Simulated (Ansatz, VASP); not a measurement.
**W: VASP beside Ansatz**

Contents of INCAR:

```
SYSTEM = W
PREC = Accurate
ENCUT = 500
EDIFF = 1E-6
ISMEAR = 0
SIGMA = 0.15
LREAL = .FALSE.
LASPH = .TRUE.
NELM = 120
ALGO = Normal
ISIF = 2
LWAVE = .FALSE.
LCHARG = .FALSE.
NBANDS = 21
GGA_COMPAT = .FALSE.
```

The input KPOINTS:

```
Automatic mesh
0
G
  16 16 12
  0 0 0
```

POSCAR

```
W
1.0
    0.0000000000     -1.9864787844     -1.9864787844
    0.0000000000      1.9864787844     -1.9864787844
    3.9729575688      0.0000000000      0.0000000000
W
2
Direct
    0.5305062407      0.4694937593      0.4931537150
   -0.0305062407      0.0305062407      0.0068462850
```

Input for Ansatz:

```yaml
crystal:
  lattice:
    - [0.0, -1.9864787844, -1.9864787844]
    - [0.0, 1.9864787844, -1.9864787844]
    - [3.9729575688, 0.0, 0.0]
  atoms:
    - { symbol: W, position: [0.5305062407, 0.4694937593, 0.493153715] }
    - { symbol: W, position: [-0.0305062407, 0.0305062407, 0.006846285] }
basis:
  ecutwfc: 420
kpoints:
  mp_grid: { grid: [16, 16, 12] }
hamiltonian:
  xc: lda
  pseudopotentials: { kind: paw, azcp: { folder: soft_1 } }
scf:
  occupations: { method: gaussian, width: 0.15 }
output:
  forces: true
  stress: true
  eigenvalues: true
```

Change from the starting cell: mode 4 frozen in at -0.121 Å and mode 6 at -0.027 Å (largest displacements).

Alike in both runs: task single point; functional LDA; k mesh 16 × 16 × 12; occupations gaussian, width 0.15 eV; no spin polarisation.

|  | VASP | Ansatz |
| --- | --- | --- |
| version | VASP 6.6.1 | Ansatz 0.2.0 |
| potentials or method | VASP PAW LDA potentials, release 64 (W_sv), cutoff 500 eV | scalar-relativistic, plane waves, PAW |
| valence electrons in the cell | 28 | 28 |

VASP gave:

* gap on the k mesh at the Fermi level (eV): none
* pressure (GPa): 5.6
* traceless stress, the component that is largest in VASP (GPa): -4.29
* rms of the force components (eV/Å): 0.677

**Question.** Which values does Ansatz return?

**Answer.** gap on the k mesh at the Fermi level (eV): none; pressure (GPa): 3.9; traceless stress, the component that is largest in VASP (GPa): -4.30; rms of the force components (eV/Å): 0.656.

Ansatz warns that its potentials were made for another functional, while VASP's fit it. LDA's correlation is that of Perdew and Zunger in VASP and of Perdew and Wang (1992) in Ansatz. Atom by atom the forces differ by 0.021 eV/Å (rms over components). A gap of «none» marks a metal or a gap that the smearing closes.

Spin-orbit coupling is off throughout.
